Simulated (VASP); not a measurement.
# N (Fm-3m) in VASP: single point with PBEsol

Aim: the single point of N with PBEsol.

Everything below comes from runs of VASP 6.6.1. Logs are shortened: lines on timing, memory, paths and dates and some standing lists are left out, and cuts for length are marked.

## (1) The cell of the first run

Symmetry: Fm-3m, No. 225, cubic system. The conventional cell has a = 3.615 Å, b = 3.615 Å, c = 3.615 Å, α = 90.00°, β = 90.00°, γ = 90.00°. Within 3.4 Å of N (site symmetry m-3m) lie 12 N at 2.56 Å.

## (2) Single point, PBEsol

INCAR

```
SYSTEM = N
PREC     = Accurate       ! precision mode
ENCUT    = 600            ! plane-wave cutoff, eV
EDIFF    = 1E-6           ! SCF threshold, eV
ISMEAR   = -1             ! smearing method
SIGMA    = 0.1            ! smearing width, eV
LREAL    = .FALSE.        ! projectors in reciprocal space
LASPH    = .TRUE.         ! aspherical terms in the spheres
NELM     = 120            ! most SCF steps
ALGO     = Normal         ! electronic algorithm
ISIF     = 2              ! what is computed and relaxed
LWAVE    = .FALSE.        ! write WAVECAR
LCHARG   = .FALSE.        ! write CHGCAR
GGA      = PS             ! functional
NBANDS   = 8              ! bands
GGA_COMPAT= .FALSE.
```

KPOINTS

```
Automatic mesh
0
G
  8 8 8
  0 0 0
```

POSCAR

```
N
1.0
    0.0000000000      1.8075000000      1.8075000000
    1.8075000000      0.0000000000      1.8075000000
    1.8075000000      1.8075000000      0.0000000000
N
1
Direct
    0.2500000000      0.2500000000      0.2500000000
```

Potentials or basis: VASP PAW PBE potentials, release 64 (N).

Started as:

```console
cat potpaw_PBE.64/N/POTCAR > POTCAR
mpirun -np 1 vasp_std > vasp.out
```

OUTCAR:

```text
SYSTEM = N
   PREC = Accurate
   ENCUT = 600
   EDIFF = 1E-6
   ISMEAR = -1
   LREAL = .FALSE.
   LASPH = .TRUE.
   NELM = 120
   ISIF = 2
   GGA = PS

 ion  position               nearest neighbor table
   1  0.250  0.250  0.250-

  LATTYP: Found a face centered cubic cell.
 ALAT       =     3.6150000000

  Lattice vectors:

 A1 = (   0.0000000000,   1.8075000000,   1.8075000000)
 A2 = (   1.8075000000,   0.0000000000,   1.8075000000)
 A3 = (   1.8075000000,   1.8075000000,   0.0000000000)

Analysis of symmetry for initial positions (statically):
=====================================================================
 Subroutine PRICEL returns:
 Original cell was already a primitive cell.

 Routine SETGRP: Setting up the symmetry group for a
 face centered cubic supercell.

 Subroutine GETGRP returns: Found 48 space group operations
 (whereof 24 operations were pure point group operations)
 out of a pool of 48 trial point group operations.

The static configuration has the point symmetry T_d .
 The point group associated with its full space group is O_h .

Analysis of symmetry for dynamics (positions and initial velocities):
=====================================================================
 Subroutine PRICEL returns:
 Original cell was already a primitive cell.

 Routine SETGRP: Setting up the symmetry group for a
 face centered cubic supercell.

 Subroutine GETGRP returns: Found 48 space group operations
 (whereof 24 operations were pure point group operations)
 out of a pool of 48 trial point group operations.

The dynamic configuration has the point symmetry T_d .
 The point group associated with its full space group is O_h .

 Subroutine INISYM returns: Found 48 space group operations
 (whereof 24 operations are pure point group operations),
 and found     1 'primitive' translations

----------------------------------------------------------------------------------------

                                     Primitive cell

  volume of cell :      11.8104

  direct lattice vectors                    reciprocal lattice vectors
     0.000000000  1.807500000  1.807500000    -0.276625173  0.276625173  0.276625173
     1.807500000  0.000000000  1.807500000     0.276625173 -0.276625173  0.276625173
     1.807500000  1.807500000  0.000000000     0.276625173  0.276625173 -0.276625173

  length of vectors
     2.556191014  2.556191014  2.556191014     0.479128854  0.479128854  0.479128854

  position of ions in fractional coordinates (direct lattice)
     0.250000000  0.250000000  0.250000000

  ion indices of the primitive-cell ions
   primitive index   ion index
                 1           1

----------------------------------------------------------------------------------------

 KPOINTS: Automatic mesh

Automatic generation of k-mesh.
 Grid dimensions read from file:
 generate k-points for:    8    8    8

 Generating k-lattice:

  Cartesian coordinates                     Fractional coordinates (reciprocal lattice)
    -0.034578147  0.034578147  0.034578147     0.125000000  0.000000000  0.000000000
     0.034578147 -0.034578147  0.034578147     0.000000000  0.125000000  0.000000000
     0.034578147  0.034578147 -0.034578147     0.000000000  0.000000000  0.125000000

  Length of vectors
     0.059891107  0.059891107  0.059891107

  Shift w.r.t. Gamma in fractional coordinates (k-lattice)
     0.000000000  0.000000000  0.000000000

 Subroutine IBZKPT returns following result:
 ===========================================

 Found     29 irreducible k-points:

 Following reciprocal coordinates:
            Coordinates               Weight
  0.000000  0.000000  0.000000      1.000000
  0.125000  0.000000  0.000000      8.000000
  0.250000  0.000000  0.000000      8.000000
  0.375000  0.000000  0.000000      8.000000
  0.500000  0.000000  0.000000      4.000000
  0.125000  0.125000  0.000000      6.000000
[... 16 lines left out ...]
  0.500000  0.250000  0.125000     48.000000
 -0.375000  0.250000  0.125000     24.000000
 [... further k-points ...]
   k-points           NKPTS =     29   k-points in BZ     NKDIM =     29   number of bands    NBANDS=      8
   number of dos      NEDOS =    301   number of ions     NIONS =      1
   total plane-waves  NPLWV =   8000
   dimension x,y,z NGX =    20 NGY =   20 NGZ =   20
   dimension x,y,z NGXF=    40 NGYF=   40 NGZF=   40
   ions per type =               1
   NGX,Y,Z   is equivalent  to a cutoff of  13.01, 13.01, 13.01 a.u.
   NGXF,Y,Z  is equivalent  to a cutoff of  26.01, 26.01, 26.01 a.u.
 SYSTEM =  N
   PREC   = accura    normal or accurate (medium, high low for compatibility)
   ISTART =      0    job   : 0-new  1-cont  2-samecut
   ICHARG =      2    charge: 1-file 2-atom 10-const
   ISPIN  =      1    spin polarized calculation?
   LNONCOLLINEAR =      F non collinear calculations
   LSORBIT =      F    spin-orbit coupling
   LASPH  =      T    aspherical Exc in radial PAW
   ENCUT  =  600.0 eV  44.10 Ry    6.64 a.u.   5.11  5.11  5.11*2*pi/ulx,y,z
   NELM   =    120;   NELMIN=  2; NELMDL= -5     # of ELM steps
   EDIFF  = 0.1E-05   stopping-criterion for ELM
   LREAL  =      F    real-space projection
   EDIFFG = 0.1E-04   stopping-criterion for IOM
   NSW    =      0    number of steps for IOM
   IBRION =     -1    ionic relax: 0-MD 1-quasi-New 2-CG
   NFREE  =      0    steps in history (QN), initial steepest desc. (CG)
   ISIF   =      2    stress and relaxation
   ISYM   =      2    0-nonsym 1-usesym 2-fastsym
   POTIM  = 0.5000    time-step for ionic-motion
   TEBEG  =    0.0;   TEEND  =   0.0 temperature during run
   PSTRESS=    0.0 pullay stress
   NELECT =       5.0000    total number of electrons
   NUPDOWN=      -1.0000    fix difference up-down
   EMIN   =  10.00;   EMAX   =-10.00  energy-range for DOS
   EFERMI =   0.00;   METHOD = LEGACY
   ISMEAR =    -1;   SIGMA  =   0.10  broadening in eV -4-tet -1-fermi 0-gaus
   EFERMI_NEDOS =   21; number of points for ismear=-14 and -15
   IALGO  =     38    algorithm
   IMIX   =      4    mixing-type and parameters
     AMIX     =   0.40;   BMIX     =  1.00
     AMIX_MAG =   1.60;   BMIX_MAG =  1.00
  volume/ion in A,a.u.               =      11.81        79.70
  Fermi-wavevector in a.u.,A,eV,Ry     =   1.229258  2.322962 20.559441  1.511076
  Thomas-Fermi vector in A             =   2.364153
   LORBIT       =      0    0 simple, 1 ext, 2 COOP (PROOUT), +10 PAW based schemes
   GGA     = PS    functional components
   LHFCALC =     F    Hartree Fock is set to
   AEXX    =    0.0000 exact exchange contribution
   IVDW    =     0    specifies the selected vdW correction
   LEPSILON=     F    determine dielectric tensor
   LRPA    =     F    only Hartree local field effects (RPA)
 non-spin polarized calculation
  energy-cutoff  :      600.00
  volume of cell :       11.81
 maximum number of plane-waves:       411
   NGX = 11   NGY = 11   NGZ = 11

 number of electron       5.0000000 magnetization

 Free energy of the ion-electron system (eV)
  ---------------------------------------------------
  ext. energy  EPLUGINS =         0.00000000
  ---------------------------------------------------
  free energy    TOTEN  =        -3.54459599 eV

  energy without entropy =       -3.51238473  energy(sigma->0) =       -3.52849036

 E-fermi :   0.4033     XC(G=0): -10.5759

 val. band max:        0.2998250442   @ k =   0.5000   0.2500   0.1250
 cond. band min:       0.6053891367   @ k =   0.5000   0.5000   0.0000
 fundamental gap:      0.3055640925
 Fermi energy:         0.4032937324

 k-point     1 :       0.0000    0.0000    0.0000
  band No.  band energies     occupation
      1     -15.2091      2.00000
      2       2.7238      0.00000
      3       2.7238      0.00000
      4       2.7238      0.00000
      5      15.1716      0.00000
      6      27.1296      0.00000
      7      27.1296      0.00000
      8      27.1296      0.00000

 k-point     2 :       0.1250    0.0000    0.0000
  band No.  band energies     occupation
      1     -14.8575      2.00000
      2       1.7475      0.00000
      3       2.6218      0.00000
      4       2.6218      0.00000
      5      15.7851      0.00000
      6      24.1850      0.00000
      7      27.4637      0.00000
      8      27.4637      0.00000

 k-point     3 :       0.2500    0.0000    0.0000
  band No.  band energies     occupation
      1     -13.8689      2.00000
      2      -0.5579      1.99987
      3       2.3862      0.00000
      4       2.3862      0.00000
      5      16.9382      0.00000
      6      21.4947      0.00000
      7      27.0684      0.00000
      8      27.0684      0.00000

 k-point     4 :       0.3750    0.0000    0.0000
  band No.  band energies     occupation
      1     -12.5384      2.00000
      2      -3.0295      2.00000
      3       2.1655      0.00000
      4       2.1655      0.00000
      5      17.4582      0.00000
      6      20.4449      0.00000
      7      25.8319      0.00000
      8      25.8319      0.00000

 k-point     5 :       0.5000    0.0000    0.0000
  band No.  band energies     occupation
      1     -11.7781      2.00000
      2      -4.2258      2.00000
      3       2.0780      0.00000
      4       2.0780      0.00000
      5      17.4253      0.00000
      6      20.3370      0.00000
      7      25.3141      0.00000
      8      25.3141      0.00000

 k-point     6 :       0.1250    0.1250    0.0000
  band No.  band energies     occupation
      1     -14.7407      2.00000
      2       1.8671      0.00000
      3       2.3760      0.00000
      4       2.3760      0.00000
      5      15.9419      0.00000
      6      23.6243      0.00000
      7      27.5759      0.00000
      8      27.5759      0.00000

 k-point     7 :       0.2500    0.1250    0.0000
  band No.  band energies     occupation
      1     -13.9633      2.00000
      2       0.1986      1.77118
      3       2.0469      0.00000
      4       2.1558      0.00000
      5      16.8207      0.00000
      6      21.5550      0.00000
      7      25.3770      0.00000
      8      27.7779      0.00000
[... 133 lines left out ...]
 k-point    20 :      -0.3750    0.3750    0.0000
  band No.  band energies     occupation
      1     -10.6611      2.00000
      2      -2.4812      2.00000
      3      -1.4360      2.00000
      4       1.0785      0.00233
      5      15.6667      0.00000
      6      19.3277      0.00000
      7      22.6828      0.00000
      8      29.3547      0.00000

 k-point    21 :       0.5000    0.5000    0.0000
  band No.  band energies     occupation
      1     -10.6271      2.00000
      2      -3.3725      2.00000
      3       0.6054      0.23404
      4       0.6054      0.23404
      5      13.7957      0.00000
      6      17.3491      0.00000
      7      23.8808      0.00000
      8      31.6382      0.00000

 k-point    22 :       0.3750    0.2500    0.1250
  band No.  band energies     occupation
      1     -13.0508      2.00000
      2      -0.9098      2.00000
      3       1.0024      0.00499
      4       1.9996      0.00000
      5      17.3843      0.00000
      6      20.5681      0.00000
      7      22.8748      0.00000
      8      28.3670      0.00000

 k-point    23 :       0.5000    0.2500    0.1250
  band No.  band energies     occupation
      1     -11.8633      2.00000
      2      -2.4684      2.00000
      3       0.2998      1.47565
      4       1.6297      0.00001
      5      17.7619      0.00000
      6      19.8910      0.00000
      7      21.9883      0.00000
      8      27.5108      0.00000

 k-point    24 :      -0.3750    0.2500    0.1250
  band No.  band energies     occupation
      1     -11.2192      2.00000
      2      -3.3353      2.00000
      3       0.1271      1.88115
      4       1.4248      0.00007
      5      17.9193      0.00000
      6      19.2624      0.00000
      7      22.3586      0.00000
      8      27.0961      0.00000

 [... further k-points ...]

------------------------ aborting loop because EDIFF is reached ----------------------------------------

  FORCE on cell =-STRESS in cart. coord.  units (eV):
  Direction    XX          YY          ZZ          XY          YZ          ZX
  --------------------------------------------------------------------------------------
  -------------------------------------------------------------------------------------
  Total       -2.6208648     -2.6208648     -2.6208648      0.0000000      0.0000000     -0.0000000
  in kB     -355.5414864   -355.5414864   -355.5414864      0.0000000      0.0000000     -0.0000000
  external PRESSURE =    -355.5414864 kB  Pullay stress =       0.0000000 kB

 VOLUME and BASIS-vectors are now :
 -----------------------------------------------------------------------------
  energy-cutoff  :      600.00
  volume of cell :       11.81
      direct lattice vectors                 reciprocal lattice vectors
     0.000000000  1.807500000  1.807500000    -0.276625173  0.276625173  0.276625173
     1.807500000  0.000000000  1.807500000     0.276625173 -0.276625173  0.276625173
     1.807500000  1.807500000  0.000000000     0.276625173  0.276625173 -0.276625173

 POSITION                                       TOTAL-FORCE (eV/Angst)
 -----------------------------------------------------------------------------------
      0.90375      0.90375      0.90375        -0.000000     -0.000000     -0.000000
 -----------------------------------------------------------------------------------
    total drift:                                0.000000      0.000000      0.000000

  FREE ENERGIE OF THE ION-ELECTRON SYSTEM (eV)
  ---------------------------------------------------
  free  energy   TOTEN  =        -3.5445959883 eV

  energy  without entropy=       -3.5123847330  energy(sigma->0) =       -3.52849036
```

Run time: 5.5 s. Hardware: 1 thread of Intel Xeon 8259CL, shared host; peak memory 0.11 GiB.

Results:

```yaml
Free_energy: -3.5446 eV
Pressure: -35.6 GPa
```

Caveat: the k points lie up to 0.38 Å⁻¹ apart; the PAW data sets were made with another functional, which shifts forces and pressure a little.
